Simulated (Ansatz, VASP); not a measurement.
Two plane-wave programs on Lu

The input INCAR:

```
SYSTEM = Lu
  ALGO = Normal
  EDIFF = 1E-6
  ENCUT = 520
  GGA = PE
  ISIF = 2
  ISMEAR = 1
  LASPH = .TRUE.
  LCHARG = .FALSE.
  LREAL = .FALSE.
  LWAVE = .FALSE.
  NBANDS = 32
  NELM = 60
  PREC = Accurate
  SIGMA = 0.1
```

The input KPOINTS:

```
k-points
0
G
  10 10 5
  0 0 0
```

The input POSCAR:

```
Lu
1.0
    3.5031000000      0.0000000000      0.0000000000
   -1.7515500000      3.0337735900      0.0000000000
    0.0000000000      0.0000000000      5.5509000000
Lu
2
Direct
    0.3333333333      0.6666666667      0.2500000000
    0.6666666667      0.3333333333      0.7500000000
```

Input for Ansatz:

```yaml
crystal:
  lattice:
    - [3.5031, 0.0, 0.0]
    - [-1.75155, 3.03377359, 0.0]
    - [0.0, 0.0, 5.5509]
  atoms:
    - { symbol: Lu, position: [0.3333333333333333, 0.6666666666666666, 0.25] }
    - { symbol: Lu, position: [0.6666666666666666, 0.3333333333333333, 0.75] }
basis:
  ecutwfc: 500.0
kpoints:
  mp_grid:
    grid: [10, 10, 5]
hamiltonian:
  xc: pbe
  pseudopotentials:
    kind: paw
scf:
  occupations:
    method: cold
    width: 0.1
output:
  stress: true
```

Alike in both runs: task single point; functional PBE; k mesh 10 × 10 × 5; no spin polarisation.

|  | VASP | Ansatz |
| --- | --- | --- |
| version | VASP 6.6.1 | Ansatz 0.2.0 |
| potentials or method | VASP PAW PBE potentials, release 64 (Lu), cutoff 520 eV | plane waves, PAW |
| occupations | methfessel-paxton of order 1, width 0.1 eV | cold, width 0.1 eV |
| valence electrons in the cell | 50 | 50 |

Ansatz gave:

```
pressure (GPa)                                                : -0.6
traceless stress, the component that is largest in VASP (GPa) : -0.94
```

Task: Which values does VASP return?

Result: Pressure (GPa): -0.2; traceless stress, the component that is largest in VASP (GPa): -0.91.

Spin-orbit coupling is off throughout.
